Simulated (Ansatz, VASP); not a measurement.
## Two plane-wave programs on NaLu

```
Na Lu
1.0
     0.00000    2.76785    2.76785
     2.76785    0.00000    2.76785
     2.76785    2.76785    0.00000
Na Lu
1 1
Direct
  0.50000 0.50000 0.50000
  0.00000 0.00000 0.00000
```

Change from the starting cell: species swapped into the ScAs type (Fm-3m, No. 225).

Alike in both runs: task single point; functional PBE; k mesh 6 × 6 × 6; occupations gaussian, width 0.1 eV; no spin polarisation.

|  | VASP | Ansatz |
| --- | --- | --- |
| version | VASP 6.6.1 | Ansatz 0.2.0 |
| potentials or method | VASP PAW PBE potentials, release 64 (Na_pv, Lu), cutoff 520 eV | scalar-relativistic, plane waves, PAW |
| valence electrons in the cell | 32 | 34 |

```tsv
	VASP	Ansatz	Ansatz less VASP
gap on the k mesh at the Fermi level (eV)	none	none	-
pressure (GPa)	18.2	18.1	-0.14
```

A gap of «none» marks a metal or a gap that the smearing closes. With one functional, cell and mesh, what is left measures potentials, basis and numerics. VASP's potentials hold 32 valence electrons a cell and Ansatz's 34, so a difference there can come from the potentials and not from the codes.

Spin-orbit coupling is off throughout.
